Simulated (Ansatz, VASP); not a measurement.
# Two plane-wave programs on Al3BSb2

```
CELL_PARAMETERS angstrom
4.89968 0.00000 0.00000
-2.44984 4.24324 0.00000
0.00000 0.00000 6.10251
ATOMIC_POSITIONS crystal
Al 0.50000 0.00000 0.50000
Al 0.00000 0.50000 0.50000
Al 0.50000 0.50000 0.50000
B 0.00000 0.00000 0.00000
Sb 0.33333 0.66667 0.00000
Sb 0.66667 0.33333 0.00000
```

Alike in both runs: task relaxation of cell and atoms; functional PBE; k mesh 4 × 4 × 3; occupations gaussian, width 0.2 eV; no spin polarisation.

```csv
,VASP,Ansatz
version,VASP 6.6.1,Ansatz 0.2.0
potentials or method,"VASP PAW PBE potentials, release 64 (Al, B, Sb), cutoff 500 eV","scalar-relativistic, plane waves, PAW"
valence electrons in the cell,22,42
```

|  | VASP | Ansatz | Ansatz less VASP |
| --- | --- | --- | --- |
| gap on the k mesh at the Fermi level, each at its own relaxed structure (eV) | none | none | - |
| relaxed volume (Å³/atom) | 22.54 | 22.34 | -0.202 |
| relaxed cell length with the largest relative difference (Å) | 5.188 | 5.167 | -0.0205 |

A gap of «none» marks a metal or a gap that the smearing closes. VASP's potentials hold 22 valence electrons a cell and Ansatz's 42, so a difference there can come from the potentials and not from the codes.

The k mesh is coarse, so the values compare programs but aren't converged. Spin-orbit coupling is off throughout.
